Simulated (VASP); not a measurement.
CsB5, 6 atoms in the cell. Symmetry: P6/mmm, No. 191, hexagonal system. Conventional cell: a = 4.153 Å, b = 4.153 Å, c = 6.536 Å, α = 90.00°, β = 90.00°, γ = 120.00°. Cs (site symmetry 6/mmm) has 14 B at 2.61 to 3.27 Å within 3.4 Å. B (site symmetry 3m) has 4 B at 2.05 to 2.40 Å and 3 Cs at 2.61 Å within 2.7 Å. B (site symmetry 6/mmm) has 2 Cs at 3.27 Å and 18 B at 3.28 to 4.15 Å within 4.3 Å. The cell was generated, and may not be a known phase.

```yaml
Program: VASP 6.6.1
Task: single point
Functional: PBE
Potentials_or_basis: VASP PAW PBE potentials, release 64 (Cs_sv, B)
Cutoff: 520 eV
k_mesh: 6 × 6 × 4
Occupations: gaussian, width 0.1 eV
Spin: no spin polarisation
Dipole_correction: no
Further_INCAR_settings: ALGO = Normal; EDIFF = 1e-06; NBANDS = 21
```

Potentials or basis: VASP PAW PBE potentials, release 64 (Cs_sv, B).

Launch:

```sh
$ cat potpaw_PBE.64/Cs_sv/POTCAR potpaw_PBE.64/B/POTCAR > POTCAR
$ mpirun -np 1 vasp_std > vasp.out
```

Hardware: 1 thread of AMD EPYC 7R43 64-Core Processor (Zen 3), with other jobs on the host.

Q: How long does it take, and how much memory?

A: Wall time 62 s on 1 thread of AMD EPYC 7R43 64-Core Processor (Zen 3), on a shared host, peak memory 0.18 GiB. Counts: scf iterations 15, k points 21.
